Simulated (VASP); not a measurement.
# Zn (Fm-3m) in VASP: notebook

Zn is run at these levels: PBEsol+D3(BJ), PBEsol; tasks: single point.

Everything below comes from runs of VASP 6.6.1. Logs are shortened: lines on timing, memory, paths and dates and some standing lists are left out, and cuts for length are marked.

### Step 1. The cell of the first run

It takes space group Fm-3m (No. 225, cubic). Conventional cell: a = 3.786 Å, b = 3.786 Å, c = 3.786 Å, α = 90.00°, β = 90.00°, γ = 90.00°. Zn (site symmetry m-3m) has 12 Zn at 2.68 Å within 3.5 Å.

### Step 2. Single point, PBEsol+D3(BJ)

INCAR reads:

```
SYSTEM = Zn
ALGO     = Normal         ! electronic algorithm
EDIFF    = 1E-6           ! SCF threshold, eV
ENCUT    = 520            ! plane-wave cutoff, eV
GGA      = PS             ! functional
ISIF     = 2              ! what is computed and relaxed
ISMEAR   = -1             ! smearing method
IVDW     = 12             ! dispersion correction
LASPH    = .TRUE.         ! aspherical terms in the spheres
LCHARG   = .FALSE.        ! write CHGCAR
LREAL    = .FALSE.        ! projectors in reciprocal space
LWAVE    = .FALSE.        ! write WAVECAR
NBANDS   = 12             ! bands
NELM     = 60             ! most SCF steps
PREC     = Accurate       ! precision mode
SIGMA    = 0.05           ! smearing width, eV
```

KPOINTS reads:

```
k-points
0
G
  12 12 12
  0 0 0
```

POSCAR reads:

```
Zn
1.0
    0.0000000000      1.8929261191      1.8929261191
    1.8929261191      0.0000000000      1.8929261191
    1.8929261191      1.8929261191      0.0000000000
Zn
1
Direct
    0.0000000000      0.0000000000      0.0000000000
```

Potentials or basis: VASP PAW PBE potentials, release 64 (Zn).

Run with:

```console
cat potpaw_PBE.64/Zn/POTCAR > POTCAR
mpirun -np 1 vasp_std > vasp.out
```

OUTCAR:

```text
SYSTEM = Zn
   EDIFF = 1E-6
   ENCUT = 520
   GGA = PS
   ISIF = 2
   ISMEAR = -1
   IVDW = 12
   LASPH = .TRUE.
   LREAL = .FALSE.
   NELM = 60
   PREC = Accurate
 IVDW          = 12

 ion  position               nearest neighbor table
   1  0.000  0.000  0.000-

  LATTYP: Found a face centered cubic cell.
 ALAT       =     3.7858522382

  Lattice vectors:

 A1 = (   0.0000000000,   1.8929261191,   1.8929261191)
 A2 = (   1.8929261191,   0.0000000000,   1.8929261191)
 A3 = (   1.8929261191,   1.8929261191,   0.0000000000)

Analysis of symmetry for initial positions (statically):
=====================================================================
 Subroutine PRICEL returns:
 Original cell was already a primitive cell.

 Routine SETGRP: Setting up the symmetry group for a
 face centered cubic supercell.

 Subroutine GETGRP returns: Found 48 space group operations
 (whereof 48 operations were pure point group operations)
 out of a pool of 48 trial point group operations.

The static configuration has the point symmetry O_h .

Analysis of symmetry for dynamics (positions and initial velocities):
=====================================================================
 Subroutine PRICEL returns:
 Original cell was already a primitive cell.

 Routine SETGRP: Setting up the symmetry group for a
 face centered cubic supercell.

 Subroutine GETGRP returns: Found 48 space group operations
 (whereof 48 operations were pure point group operations)
 out of a pool of 48 trial point group operations.

The dynamic configuration has the point symmetry O_h .

 Subroutine INISYM returns: Found 48 space group operations
 (whereof 48 operations are pure point group operations),
 and found     1 'primitive' translations

----------------------------------------------------------------------------------------

                                     Primitive cell

  volume of cell :      13.5653

  direct lattice vectors                    reciprocal lattice vectors
     0.000000000  1.892926119  1.892926119    -0.264141318  0.264141318  0.264141318
     1.892926119  0.000000000  1.892926119     0.264141318 -0.264141318  0.264141318
     1.892926119  1.892926119  0.000000000     0.264141318  0.264141318 -0.264141318

  length of vectors
     2.677001790  2.677001790  2.677001790     0.457506183  0.457506183  0.457506183

  position of ions in fractional coordinates (direct lattice)
     0.000000000  0.000000000  0.000000000

  ion indices of the primitive-cell ions
   primitive index   ion index
                 1           1

----------------------------------------------------------------------------------------

 KPOINTS: k-points

Automatic generation of k-mesh.
 Grid dimensions read from file:
 generate k-points for:   12   12   12

 Generating k-lattice:

  Cartesian coordinates                     Fractional coordinates (reciprocal lattice)
    -0.022011777  0.022011777  0.022011777     0.083333333  0.000000000  0.000000000
     0.022011777 -0.022011777  0.022011777     0.000000000  0.083333333  0.000000000
     0.022011777  0.022011777 -0.022011777     0.000000000  0.000000000  0.083333333

  Length of vectors
     0.038125515  0.038125515  0.038125515

  Shift w.r.t. Gamma in fractional coordinates (k-lattice)
     0.000000000  0.000000000  0.000000000

 Subroutine IBZKPT returns following result:
 ===========================================

 Found     72 irreducible k-points:

 Following reciprocal coordinates:
            Coordinates               Weight
  0.000000  0.000000  0.000000      1.000000
  0.083333  0.000000  0.000000      8.000000
  0.166667  0.000000  0.000000      8.000000
  0.250000  0.000000  0.000000      8.000000
  0.333333  0.000000  0.000000      8.000000
  0.416667  0.000000  0.000000      8.000000
[... 16 lines left out ...]
  0.500000  0.166667  0.000000     24.000000
 -0.416667  0.166667  0.000000     24.000000
 [... further k-points ...]
   k-points           NKPTS =     72   k-points in BZ     NKDIM =     72   number of bands    NBANDS=     12
   number of dos      NEDOS =    301   number of ions     NIONS =      1
   total plane-waves  NPLWV =   8000
   dimension x,y,z NGX =    20 NGY =   20 NGZ =   20
   dimension x,y,z NGXF=    40 NGYF=   40 NGZF=   40
   ions per type =               1
   NGX,Y,Z   is equivalent  to a cutoff of  12.42, 12.42, 12.42 a.u.
   NGXF,Y,Z  is equivalent  to a cutoff of  24.84, 24.84, 24.84 a.u.
 SYSTEM =  Zn
   PREC   = accura    normal or accurate (medium, high low for compatibility)
   ISTART =      0    job   : 0-new  1-cont  2-samecut
   ICHARG =      2    charge: 1-file 2-atom 10-const
   ISPIN  =      1    spin polarized calculation?
   LNONCOLLINEAR =      F non collinear calculations
   LSORBIT =      F    spin-orbit coupling
   LASPH  =      T    aspherical Exc in radial PAW
   ENCUT  =  520.0 eV  38.22 Ry    6.18 a.u.   4.98  4.98  4.98*2*pi/ulx,y,z
   NELM   =     60;   NELMIN=  2; NELMDL= -5     # of ELM steps
   EDIFF  = 0.1E-05   stopping-criterion for ELM
   LREAL  =      F    real-space projection
   EDIFFG = 0.1E-04   stopping-criterion for IOM
   NSW    =      0    number of steps for IOM
   IBRION =     -1    ionic relax: 0-MD 1-quasi-New 2-CG
   NFREE  =      0    steps in history (QN), initial steepest desc. (CG)
   ISIF   =      2    stress and relaxation
   ISYM   =      2    0-nonsym 1-usesym 2-fastsym
   POTIM  = 0.5000    time-step for ionic-motion
   TEBEG  =    0.0;   TEEND  =   0.0 temperature during run
   PSTRESS=    0.0 pullay stress
   NELECT =      12.0000    total number of electrons
   NUPDOWN=      -1.0000    fix difference up-down
   EMIN   =  10.00;   EMAX   =-10.00  energy-range for DOS
   EFERMI =   0.00;   METHOD = LEGACY
   ISMEAR =    -1;   SIGMA  =   0.05  broadening in eV -4-tet -1-fermi 0-gaus
   EFERMI_NEDOS =   21; number of points for ismear=-14 and -15
   IALGO  =     38    algorithm
   IMIX   =      4    mixing-type and parameters
     AMIX     =   0.40;   BMIX     =  1.00
     AMIX_MAG =   1.60;   BMIX_MAG =  1.00
  volume/ion in A,a.u.               =      13.57        91.54
  Fermi-wavevector in a.u.,A,eV,Ry     =   1.571538  2.969776 33.602744  2.469732
  Thomas-Fermi vector in A             =   2.673107
   LORBIT       =      0    0 simple, 1 ext, 2 COOP (PROOUT), +10 PAW based schemes
   GGA     = PS    functional components
   LHFCALC =     F    Hartree Fock is set to
   AEXX    =    0.0000 exact exchange contribution
   IVDW    =    12    specifies the selected vdW correction
   LEPSILON=     F    determine dielectric tensor
   LRPA    =     F    only Hartree local field effects (RPA)
 non-spin polarized calculation
  energy-cutoff  :      520.00
  volume of cell :       13.57
 maximum number of plane-waves:       380
   NGX =  9   NGY =  9   NGZ =  9

 number of electron      12.0000014 magnetization

 Free energy of the ion-electron system (eV)
  ---------------------------------------------------
  ext. energy  EPLUGINS =         0.00000000
  ---------------------------------------------------
  free energy    TOTEN  =        -1.54541481 eV

  energy without entropy =       -1.54322044  energy(sigma->0) =       -1.54431762

 E-fermi :   3.7096     XC(G=0): -12.3277

 val. band max:        3.6686134916   @ k =  -0.4167   0.2500   0.0000
 cond. band min:       3.8524299762   @ k =  -0.4167   0.0833   0.0000
 fundamental gap:      0.1838164846
 Fermi energy:         3.7096238275

 k-point     1 :       0.0000    0.0000    0.0000
  band No.  band energies     occupation
      1      -7.5582      2.00000
      2      -4.1720      2.00000
      3      -4.1720      2.00000
      4      -4.1720      2.00000
      5      -3.6990      2.00000
      6      -3.6990      2.00000
      7      23.5187      0.00000
      8      23.5918      0.00000
      9      23.5919      0.00000
     10      23.5919      0.00000
     11      26.2297      0.00000
     12      26.2297      0.00000

 k-point     2 :       0.0833    0.0000    0.0000
  band No.  band energies     occupation
      1      -7.3321      2.00000
      2      -4.1940      2.00000
      3      -4.1437      2.00000
      4      -4.1437      2.00000
      5      -3.7071      2.00000
      6      -3.7071      2.00000
      7      20.0760      0.00000
      8      22.8854      0.00000
      9      22.8854      0.00000
     10      23.4709      0.00000
     11      27.3266      0.00000
     12      27.3266      0.00000

 k-point     3 :       0.1667    0.0000    0.0000
  band No.  band energies     occupation
      1      -6.6801      2.00000
      2      -4.2252      2.00000
      3      -4.0871      2.00000
      4      -4.0871      2.00000
      5      -3.7065      2.00000
      6      -3.7065      2.00000
      7      15.7261      0.00000
      8      21.8723      0.00000
      9      21.8723      0.00000
     10      23.2507      0.00000
     11      28.8873      0.00000
     12      29.3643      0.00000
[... 286 lines left out ...]
 k-point    23 :       0.5000    0.1667    0.0000
  band No.  band energies     occupation
      1      -4.8578      2.00000
      2      -4.2908      2.00000
      3      -3.9831      2.00000
      4      -3.8522      2.00000
      5      -3.3416      2.00000
      6       0.4596      2.00000
      7       4.3456      0.00001
      8      14.8533      0.00000
      9      16.9791      0.00000
     10      19.5907      0.00000
     11      28.6531      0.00000
     12      29.5051      0.00000

 k-point    24 :      -0.4167    0.1667    0.0000
  band No.  band energies     occupation
      1      -4.8388      2.00000
      2      -4.2922      2.00000
      3      -4.0035      2.00000
      4      -3.7822      2.00000
      5      -3.4078      2.00000
      6       1.1897      2.00000
      7       3.4826      1.97887
      8      13.8844      0.00000
      9      17.8682      0.00000
     10      20.1652      0.00000
     11      27.7562      0.00000
     12      28.9174      0.00000

 [... further k-points ...]

------------------------ aborting loop because EDIFF is reached ----------------------------------------

 Edisp (eV)   -0.40323

 E8    (eV) :    -0.2604

  FORCE on cell =-STRESS in cart. coord.  units (eV):
  Direction    XX          YY          ZZ          XY          YZ          ZX
  --------------------------------------------------------------------------------------
  -------------------------------------------------------------------------------------
  Total      -0.05024    -0.05024    -0.05024    -0.00000    -0.00000     0.00000
  in kB      -5.93404    -5.93404    -5.93404    -0.00000    -0.00000     0.00000
  external pressure =       -5.93 kB  Pullay stress =        0.00 kB

 VOLUME and BASIS-vectors are now :
 -----------------------------------------------------------------------------
  energy-cutoff  :      520.00
  volume of cell :       13.57
      direct lattice vectors                 reciprocal lattice vectors
     0.000000000  1.892926119  1.892926119    -0.264141318  0.264141318  0.264141318
     1.892926119  0.000000000  1.892926119     0.264141318 -0.264141318  0.264141318
     1.892926119  1.892926119  0.000000000     0.264141318  0.264141318 -0.264141318

 POSITION                                       TOTAL-FORCE (eV/Angst)
 -----------------------------------------------------------------------------------
      0.00000      0.00000      0.00000        -0.000000     -0.000000     -0.000000
 -----------------------------------------------------------------------------------
    total drift:                               -0.000000     -0.000000     -0.000000

  FREE ENERGIE OF THE ION-ELECTRON SYSTEM (eV)
  ---------------------------------------------------
  free  energy   TOTEN  =        -1.9486429432 eV

  energy  without entropy=       -1.9464485735  energy(sigma->0) =       -1.94754576
```

Run time: 11 s. Hardware: 1 thread of AMD EPYC 7R43 (Zen 3), shared host; peak memory 0.1 GiB.

What came out:

```
Free energy                : -1.9486 eV
Pressure                   : -0.6 GPa
Band gap on the k mesh     : zero (band 6 reaches 6.06 eV, above the bottom of band 7 at 2.56 eV)
Dispersion energy per atom : -0.403 eV
```

Caveat: three body term missing; the PAW data sets were made with another functional, which shifts forces and pressure a little; pairwise dispersion overbinds metals, which lowers pressure and volume.

### Step 3. Single point, PBEsol

This run uses another cell than the first one, of 13.40 Å³/atom, 0.988 times its volume.

INCAR reads:

```
ALGO = Fast
EDIFF = 1E-7
ENCUT = 520
GGA = PS
ISIF = 2
ISMEAR = -1
LASPH = True
LCHARG = False
LREAL = False
LWAVE = False
NBANDS = 12
NELM = 80
PREC = Accurate
SIGMA = 0.05
```

KPOINTS reads:

```
k-points
0
Gamma
  12 12 12
```

POSCAR reads:

```
Zn
1.0
    0.0000000000      1.8854235266      1.8854235266
    1.8854235266      0.0000000000      1.8854235266
    1.8854235266      1.8854235266      0.0000000000
Zn
1
Direct
    0.0000000000      0.0000000000      0.0000000000
```

Potentials or basis: VASP PAW PBE potentials, release 64 (Zn).

Run with:

```console
cat potpaw_PBE.64/Zn/POTCAR > POTCAR
mpirun -np 1 vasp_std > vasp.out
```

OUTCAR:

```text
EDIFF = 1E-7
   ENCUT = 520
   GGA = PS
   ISIF = 2
   ISMEAR = -1
   LASPH = True
   LREAL = False
   NELM = 80
   PREC = Accurate

 ion  position               nearest neighbor table
   1  0.000  0.000  0.000-

  LATTYP: Found a face centered cubic cell.
 ALAT       =     3.7708470532

  Lattice vectors:

 A1 = (   0.0000000000,   1.8854235266,   1.8854235266)
 A2 = (   1.8854235266,   0.0000000000,   1.8854235266)
 A3 = (   1.8854235266,   1.8854235266,   0.0000000000)

Analysis of symmetry for initial positions (statically):
[... 531 lines left out ...]
      7       3.5944      1.97636
      8      14.0641      0.00000
      9      18.0816      0.00000
     10      20.3725      0.00000
     11      28.0304      0.00000
     12      29.1943      0.00000

 [... further k-points ...]
[... 5 lines left out ...]
  --------------------------------------------------------------------------------------
  -------------------------------------------------------------------------------------
  Total        0.4726859      0.4726859      0.4726859      0.0000000      0.0000000      0.0000000
  in kB       56.4971387     56.4971387     56.4971387      0.0000000      0.0000000      0.0000000
  external PRESSURE =      56.4971387 kB  Pullay stress =       0.0000000 kB

 VOLUME and BASIS-vectors are now :
 -----------------------------------------------------------------------------
  energy-cutoff  :      520.00
  volume of cell :       13.40
      direct lattice vectors                 reciprocal lattice vectors
     0.000000000  1.885423527  1.885423527    -0.265192405  0.265192405  0.265192405
     1.885423527  0.000000000  1.885423527     0.265192405 -0.265192405  0.265192405
     1.885423527  1.885423527  0.000000000     0.265192405  0.265192405 -0.265192405

 POSITION                                       TOTAL-FORCE (eV/Angst)
 -----------------------------------------------------------------------------------
      0.00000      0.00000      0.00000        -0.000000      0.000000     -0.000000
 -----------------------------------------------------------------------------------
    total drift:                               -0.000000     -0.000000     -0.000000

  FREE ENERGIE OF THE ION-ELECTRON SYSTEM (eV)
  ---------------------------------------------------
  free  energy   TOTEN  =        -1.5404922448 eV

  energy  without entropy=       -1.5384757917  energy(sigma->0) =       -1.53948402
```

OSZICAR:

```text
N       E                     dE             d eps       ncg     rms          rms(c)
DAV:   1     0.415042844419E+02    0.41504E+02   -0.65619E+03  1784   0.162E+03
DAV:   2    -0.578012924035E+00   -0.42082E+02   -0.39508E+02  1784   0.218E+02
DAV:   3    -0.172033727939E+01   -0.11423E+01   -0.11405E+01  2008   0.357E+01
DAV:   4    -0.172236786066E+01   -0.20306E-02   -0.20305E-02  1976   0.141E+00
DAV:   5    -0.172236915119E+01   -0.12905E-05   -0.12909E-05  2016   0.351E-02    0.386E+00
RMM:   6    -0.155379424424E+01    0.16857E+00   -0.38528E-01  2121   0.840E+00    0.276E+00
RMM:   7    -0.154530712668E+01    0.84871E-02   -0.12729E-02  2199   0.169E+00    0.137E+00
RMM:   8    -0.154056627110E+01    0.47409E-02   -0.18879E-03  2123   0.381E-01    0.824E-02
RMM:   9    -0.154050296332E+01    0.63308E-04   -0.51560E-04  2244   0.351E-01    0.665E-02
RMM:  10    -0.154049204941E+01    0.10914E-04   -0.31163E-05  2224   0.620E-02    0.609E-03
RMM:  11    -0.154049223601E+01   -0.18660E-06   -0.25807E-06  2116   0.161E-02    0.161E-03
RMM:  12    -0.154049224479E+01   -0.87821E-08   -0.89985E-08  1480   0.334E-03
   1 F= -.15404922E+01 E0= -.15394840E+01  d E =-.201645E-02
```

stdout:

```text
POSCAR found type information on POSCAR Zn
 POSCAR found :  1 types and       1 ions
 scaLAPACK will be used
 -----------------------------------------------------------------------------
|                                                                             |
|                                                                             |
|     You enforced a specific xc type in the INCAR file but a different       |
|     I HOPE YOU KNOW WHAT YOU ARE DOING!                                     |
|                                                                             |
 -----------------------------------------------------------------------------

 LDA part: xc-table for (Slater+PW92), standard interpolation
 POSCAR, INCAR and KPOINTS ok, starting setup
 FFT: planning ... GRIDC
 FFT: planning ... GRID_SOFT
 FFT: planning ... GRID
 WAVECAR not read
 entering main loop
```

Wall time 14 s (1 thread of AMD EPYC 7R43 (Zen 3), shared host); peak memory 0.09 GiB.

Results:

* Free energy: -1.5405 eV
* Pressure: 5.6 GPa
* Band gap on the k mesh: zero (band 6 reaches 6.17 eV, above the bottom of band 7 at 2.68 eV)

Caveat: the PAW data sets were made with another functional, which shifts forces and pressure a little.

### Step 4. Single point, PBEsol

This run uses another cell than the first one, of 12.89 Å³/atom, 0.950 times its volume.

INCAR reads:

```
ALGO = Normal ; EDIFF = 1E-6
ENCUT = 520 ; GGA = PS
ISIF = 2 ; ISMEAR = -1
LASPH = T ; LCHARG = F
LREAL = F ; LWAVE = F
NBANDS = 12 ; NELM = 80
PREC = Accurate ; SIGMA = 0.05
```

KPOINTS is that of step 3.

POSCAR reads:

```
Zn
1.0
    0.0000000000      1.8608043216      1.8608043216
    1.8608043216      0.0000000000      1.8608043216
    1.8608043216      1.8608043216      0.0000000000
Zn
1
Direct
    0.0000000000      0.0000000000      0.0000000000
```

Run with:

```console
cat potpaw_PBE.64/Zn/POTCAR > POTCAR
mpirun -np 1 vasp_std > vasp.out
```

Wall time 14 s (1 thread of AMD EPYC 7R43 (Zen 3), shared host); peak memory 0.09 GiB.

It converged, with:

* Free energy: -1.5145 eV
* Pressure: 10.7 GPa
* Band gap on the k mesh: zero (band 6 reaches 6.52 eV, above the bottom of band 7 at 3.08 eV)

Levels at points of the mesh, in eV from the Fermi level:
| k point | band 4 | band 5 | band 6 | band 7 | band 8 | band 9 |
| --- | --- | --- | --- | --- | --- | --- |
| (0.00, 0.00, 0.00) | -8.12 | -7.60 | -7.60 | 20.14 | 20.58 | 20.58 |
| (0.50, 0.00, 0.00) | -7.22 | -7.22 | -3.69 | -1.11 | 17.22 | 17.22 |
| (0.50, 0.50, 0.00) | -7.12 | -7.12 | -1.49 | 2.34 | 9.24 | 9.24 |

Caveat: the PAW data sets were made with another functional, which shifts forces and pressure a little.

### Step 5. Overview

| level | cell | gap on the mesh (eV) | pressure (GPa) |
| --- | --- | --- | --- |
| PBEsol+D3(BJ) | a = 2.677 Å, angles 60.0°, 1 atom | none | -0.6 |
| PBEsol | a = 2.666 Å, angles 60.0°, 1 atom | none | 5.6 |
| PBEsol | a = 2.632 Å, angles 60.0°, 1 atom | none | 10.7 |

Alike in all rows: task single point; potentials or basis VASP PAW PBE potentials, release 64 (Zn); no spin polarisation; k mesh 12 × 12 × 12; cutoff (eV) 520; smearing fermi-dirac 0.05 eV.

Caveats: the PAW data sets were made with another functional, which shifts forces and pressure a little; three body term missing (some runs); pairwise dispersion overbinds metals, which lowers pressure and volume (some runs).

Total energies depend on the potentials used, so only differences within one code and one set of settings carry meaning.
